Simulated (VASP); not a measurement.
# SnSe (Pnma) in VASP: further runs, part 3 of 3

VASP 6.6.1. Earlier steps stand in the parts before.

## (6) Single point, revPBE+D3(BJ)

This run uses another cell than the first one, of 28.28 Å³/atom.

INCAR reads:

```
  PREC = Accurate
  ENCUT = 520
  EDIFF = 1E-6
  ISMEAR = -1
  SIGMA = 0.05
  LREAL = F
  LASPH = T
  NELM = 100
  ALGO = Normal
  ISIF = 2
  LWAVE = F
  LCHARG = F
  GGA = RE
  IVDW = 12
  NBANDS = 50
```

KPOINTS reads:

```
regular mesh
0
Gamma
  3 6 6
```

POSCAR reads:

```
SnSe
1.0
   11.6439784321      0.0000000000      0.0000000000
    0.0000000000      4.2721777259      0.0000000000
    0.0000000000      0.0000000000      4.5474731880
Sn Se
4 4
Direct
    0.8770000000      0.7500000000      0.9090000000
    0.6230000000      0.2500000000      0.4090000000
    0.3770000000      0.7500000000      0.5910000000
    0.1230000000      0.2500000000      0.0910000000
    0.6430000000      0.7500000000      0.9840000000
    0.8570000000      0.2500000000      0.4840000000
    0.1430000000      0.7500000000      0.5160000000
    0.3570000000      0.2500000000      0.0160000000
```

Potentials or basis: VASP PAW PBE potentials, release 64 (Sn_d, Se).

Launch:

```
$ cat potpaw_PBE.64/Sn_d/POTCAR potpaw_PBE.64/Se/POTCAR > POTCAR
$ mpirun -np 1 vasp_std > vasp.out
```

OUTCAR:

```text
PREC = Accurate
   ENCUT = 520
   EDIFF = 1E-6
   ISMEAR = -1
   LREAL = F
   LASPH = T
   NELM = 100
   ISIF = 2
   GGA = RE
   IVDW = 12
 IVDW          = 12

 ion  position               nearest neighbor table
   1  0.877  0.750  0.909-   5 2.75   6 2.89   6 2.89   4 3.67   4 3.67
   2  0.623  0.250  0.409-   6 2.75   5 2.89   5 2.89   3 3.67   3 3.67
   3  0.377  0.750  0.591-   7 2.75   8 2.89   8 2.89   2 3.67   2 3.67
   4  0.123  0.250  0.091-   8 2.75   7 2.89   7 2.89   1 3.67   1 3.67
   5  0.643  0.750  0.984-   1 2.75   2 2.89   2 2.89
   6  0.857  0.250  0.484-   2 2.75   1 2.89   1 2.89
   7  0.143  0.750  0.516-   3 2.75   4 2.89   4 2.89
   8  0.357  0.250  0.016-   4 2.75   3 2.89   3 2.89

  LATTYP: Found a simple orthorhombic cell.
 ALAT       =     4.2721777259
 B/A-ratio  =     1.0644391408
 C/A-ratio  =     2.7255369929

  Lattice vectors:

 A1 = (   0.0000000000,   4.2721777259,   0.0000000000)
 A2 = (   0.0000000000,   0.0000000000,   4.5474731880)
 A3 = (  11.6439784321,   0.0000000000,   0.0000000000)

Analysis of symmetry for initial positions (statically):
=====================================================================
 Subroutine PRICEL returns:
 Original cell was already a primitive cell.

 Routine SETGRP: Setting up the symmetry group for a
 simple orthorhombic supercell.

 Subroutine GETGRP returns: Found  8 space group operations
 (whereof  2 operations were pure point group operations)
 out of a pool of  8 trial point group operations.

The static configuration has the point symmetry S_2 .
 The point group associated with its full space group is D_2h.

Analysis of symmetry for dynamics (positions and initial velocities):
=====================================================================
 Subroutine PRICEL returns:
 Original cell was already a primitive cell.

 Routine SETGRP: Setting up the symmetry group for a
 simple orthorhombic supercell.

 Subroutine GETGRP returns: Found  8 space group operations
 (whereof  2 operations were pure point group operations)
 out of a pool of  8 trial point group operations.

The dynamic configuration has the point symmetry S_2 .
 The point group associated with its full space group is D_2h.

 Subroutine INISYM returns: Found  8 space group operations
 (whereof  2 operations are pure point group operations),
 and found     1 'primitive' translations

----------------------------------------------------------------------------------------

                                     Primitive cell

  volume of cell :     226.2147

  direct lattice vectors                    reciprocal lattice vectors
    11.643978432  0.000000000  0.000000000     0.085881300  0.000000000  0.000000000
     0.000000000  4.272177726  0.000000000     0.000000000  0.234072659  0.000000000
     0.000000000  0.000000000  4.547473188     0.000000000  0.000000000  0.219902341

  length of vectors
    11.643978432  4.272177726  4.547473188     0.085881300  0.234072659  0.219902341

  position of ions in fractional coordinates (direct lattice)
     0.877000000  0.750000000  0.909000000
     0.623000000  0.250000000  0.409000000
     0.377000000  0.750000000  0.591000000
     0.123000000  0.250000000  0.091000000
[... 47 lines left out ...]
  0.333333  0.166667  0.000000      4.000000
  0.000000  0.333333  0.000000      2.000000
  0.333333  0.333333  0.000000      4.000000
[... 16 lines left out ...]
  0.000000  0.500000  0.333333      2.000000
  0.333333  0.500000  0.333333      4.000000
 [... further k-points ...]
   k-points           NKPTS =     32   k-points in BZ     NKDIM =     32   number of bands    NBANDS=     50
   number of dos      NEDOS =    301   number of ions     NIONS =      8
   total plane-waves  NPLWV = 103680
   dimension x,y,z NGX =    90 NGY =   32 NGZ =   36
   dimension x,y,z NGXF=   180 NGYF=   64 NGZF=   72
   ions per type =               4   4
   NGX,Y,Z   is equivalent  to a cutoff of  12.85, 12.45, 13.16 a.u.
   NGXF,Y,Z  is equivalent  to a cutoff of  25.70, 24.90, 26.32 a.u.
 SYSTEM =  unknown system
   PREC   = accura    normal or accurate (medium, high low for compatibility)
   ISTART =      0    job   : 0-new  1-cont  2-samecut
   ICHARG =      2    charge: 1-file 2-atom 10-const
   ISPIN  =      1    spin polarized calculation?
   LNONCOLLINEAR =      F non collinear calculations
   LSORBIT =      F    spin-orbit coupling
   LASPH  =      T    aspherical Exc in radial PAW
   ENCUT  =  520.0 eV  38.22 Ry    6.18 a.u.  21.65  7.94  8.46*2*pi/ulx,y,z
   NELM   =    100;   NELMIN=  2; NELMDL= -5     # of ELM steps
   EDIFF  = 0.1E-05   stopping-criterion for ELM
   LREAL  =      F    real-space projection
   EDIFFG = 0.1E-04   stopping-criterion for IOM
   NSW    =      0    number of steps for IOM
   IBRION =     -1    ionic relax: 0-MD 1-quasi-New 2-CG
   NFREE  =      0    steps in history (QN), initial steepest desc. (CG)
   ISIF   =      2    stress and relaxation
   ISYM   =      2    0-nonsym 1-usesym 2-fastsym
   POTIM  = 0.5000    time-step for ionic-motion
   TEBEG  =    0.0;   TEEND  =   0.0 temperature during run
   PSTRESS=    0.0 pullay stress
   NELECT =      80.0000    total number of electrons
   NUPDOWN=      -1.0000    fix difference up-down
   EMIN   =  10.00;   EMAX   =-10.00  energy-range for DOS
   EFERMI =   0.00;   METHOD = LEGACY
   ISMEAR =    -1;   SIGMA  =   0.05  broadening in eV -4-tet -1-fermi 0-gaus
   EFERMI_NEDOS =   21; number of points for ismear=-14 and -15
   IALGO  =     38    algorithm
   IMIX   =      4    mixing-type and parameters
     AMIX     =   0.40;   BMIX     =  1.00
     AMIX_MAG =   1.60;   BMIX_MAG =  1.00
  volume/ion in A,a.u.               =      28.28       190.82
  Fermi-wavevector in a.u.,A,eV,Ry     =   1.157705  2.187745 18.235626  1.340281
  Thomas-Fermi vector in A             =   2.294314
   LORBIT       =      0    0 simple, 1 ext, 2 COOP (PROOUT), +10 PAW based schemes
   GGA     = RE    functional components
   LHFCALC =     F    Hartree Fock is set to
   AEXX    =    0.0000 exact exchange contribution
   IVDW    =    12    specifies the selected vdW correction
   LEPSILON=     F    determine dielectric tensor
   LRPA    =     F    only Hartree local field effects (RPA)
 non-spin polarized calculation
  energy-cutoff  :      520.00
  volume of cell :      226.21
 maximum number of plane-waves:      6124
 NGX is ok and might be reduce to    90
   NGX = 43   NGY = 15   NGZ = 17

 number of electron      79.9999995 magnetization

 Free energy of the ion-electron system (eV)
  ---------------------------------------------------
  ext. energy  EPLUGINS =         0.00000000
  ---------------------------------------------------
  free energy    TOTEN  =       -30.45862046 eV

  energy without entropy =      -30.45855966  energy(sigma->0) =      -30.45859006

 E-fermi :   5.1742     XC(G=0):  -9.3449

 val. band max:        4.8647183192   @ k =   0.0000   0.0000   0.3333
 cond. band min:       5.4798264180   @ k =   0.0000   0.3333   0.0000
 fundamental gap:      0.6151080988
 Fermi energy:         5.1742078440

 k-point     1 :       0.0000    0.0000    0.0000
  band No.  band energies     occupation
      1     -16.4772      2.00000
      2     -16.4753      2.00000
      3     -16.4712      2.00000
      4     -16.4711      2.00000
      5     -16.4698      2.00000
      6     -16.4658      2.00000
[... 1261 lines left out ...]
     49      10.0376      0.00000
     50      10.0663      0.00000

 [... further k-points ...]

------------------------ aborting loop because EDIFF is reached ----------------------------------------

 Edisp (eV)   -5.21903

 E8    (eV) :    -3.7097

  FORCE on cell =-STRESS in cart. coord.  units (eV):
  Direction    XX          YY          ZZ          XY          YZ          ZX
  --------------------------------------------------------------------------------------
  -------------------------------------------------------------------------------------
  Total      -1.36620    -4.14754    -4.41874     0.00000     0.00000     0.00000
  in kB      -9.67615   -29.37516   -31.29593     0.00000     0.00000     0.00000
  external pressure =      -23.45 kB  Pullay stress =        0.00 kB

 VOLUME and BASIS-vectors are now :
 -----------------------------------------------------------------------------
  energy-cutoff  :      520.00
  volume of cell :      226.21
      direct lattice vectors                 reciprocal lattice vectors
    11.643978432  0.000000000  0.000000000     0.085881300  0.000000000  0.000000000
     0.000000000  4.272177726  0.000000000     0.000000000  0.234072659  0.000000000
     0.000000000  0.000000000  4.547473188     0.000000000  0.000000000  0.219902341

 POSITION                                       TOTAL-FORCE (eV/Angst)
 -----------------------------------------------------------------------------------
     10.21177      3.20413      4.13365        -0.014415     -0.000000     -0.167307
      7.25420      1.06804      1.85992         0.014415     -0.000000     -0.167307
      4.38978      3.20413      2.68756        -0.014415     -0.000000      0.167307
      1.43221      1.06804      0.41382         0.014415     -0.000000      0.167307
      7.48708      3.20413      4.47471        -0.033812     -0.000000      0.151049
      9.97889      1.06804      2.20098         0.033812      0.000000      0.151049
      1.66509      3.20413      2.34650        -0.033812     -0.000000     -0.151049
      4.15690      1.06804      0.07276         0.033812      0.000000     -0.151049
 -----------------------------------------------------------------------------------
    total drift:                                0.000000     -0.000000      0.000000

  FREE ENERGIE OF THE ION-ELECTRON SYSTEM (eV)
  ---------------------------------------------------
  free  energy   TOTEN  =       -35.6776550671 eV

  energy  without entropy=      -35.6775942681  energy(sigma->0) =      -35.67762467
```

Wall time 16 min (1 thread of Oxide Virtual Turin-like, shared host); peak memory 0.43 GiB.

What came out:

```yaml
Free_energy: -35.6777 eV
Pressure: -2.3 GPa
Largest_force: 0.168 eV/Å
Band_gap_on_the_k_mesh: 0.62 eV (least direct gap 0.78 eV)
Dispersion_energy_per_atom: -0.652 eV
```

Forces on the atoms (eV/Å):
```
Sn  -0.014  0.000 -0.167
Sn   0.014  0.000 -0.167
Sn  -0.014  0.000  0.167
Sn   0.014  0.000  0.167
Se  -0.034  0.000  0.151
Se   0.034  0.000  0.151
Se  -0.034  0.000 -0.151
Se   0.034  0.000 -0.151
```

Levels at points of the mesh, in eV from the valence-band top:
```csv
k point,band 38,band 39,band 40,band 41,band 42,band 43
"(0.00, 0.00, 0.00)",-1.10,-0.67,-0.49,0.92,2.96,3.20
"(0.00, 0.50, 0.00)",-0.92,-0.69,-0.69,1.05,1.05,1.32
"(0.00, 0.00, 0.50)",-0.68,-0.28,-0.28,1.32,1.32,1.58
"(0.00, 0.50, 0.50)",-2.03,-1.36,-1.36,2.86,2.86,3.08
```

Caveat: semilocal functionals underestimate gaps, and a narrow one can read as zero; the PAW data sets were made with another functional, which shifts forces and pressure a little; spin-orbit coupling is left out, which moves the levels of the heavy elements. A k mesh can miss the band edges.

## (7) Overview

| level | cell | gap on the mesh (eV) | pressure (GPa) | largest force (eV/Å) |
| --- | --- | --- | --- | --- |
| PBE | a = 11.570, b = 4.245, c = 4.519 Å, 8 atoms | 0.56 | 0.3 | 0.16 |
| PBE+D3(BJ) | a = 11.644, b = 4.272, c = 4.547 Å, 8 atoms | 0.58 | -2.1 | 0.17 |
| revPBE+D3(BJ) | a = 11.496, b = 4.218, c = 4.490 Å, 8 atoms | 0.58 | -1.4 | 0.24 |
| revPBE+D3(BJ) | a = 11.570, b = 4.245, c = 4.519 Å, 8 atoms | 0.60 | -2.1 | 0.16 |
| revPBE+D3(BJ) | a = 11.644, b = 4.272, c = 4.547 Å, 8 atoms | 0.62 | -2.3 | 0.17 |

Alike in all rows: task single point; potentials or basis VASP PAW PBE potentials, release 64 (Sn_d, Se); no spin polarisation; k mesh 3 × 6 × 6; cutoff (eV) 520; smearing fermi-dirac 0.05 eV.

Caveats: semilocal functionals underestimate gaps, and a narrow one can read as zero; spin-orbit coupling is left out, which moves the levels of the heavy elements; the PAW data sets were made with another functional, which shifts forces and pressure a little (at least some runs).

Total energies depend on the potentials used, so only differences within one code and one set of settings carry meaning.

## (8) Comparison with measurements

Step 2. A measured gap of SnSe is 0.99 eV (indirect; 20 K; “Linear dichroism of the optical properties of SnS and SnSe van der Waals crystals”, 2024, arxiv:2409.17412); the calculated 0.56 eV misses it by -0.43 eV. 2 values of this kind are on record (0.89 to 0.99 eV); this one was drawn at random. Spin-orbit coupling on Se, Sn is left out. The value is that of PBE on a finite k mesh, which can miss the band edges, without temperature or zero-point motion. Semilocal functionals fall short of measured gaps as a rule.
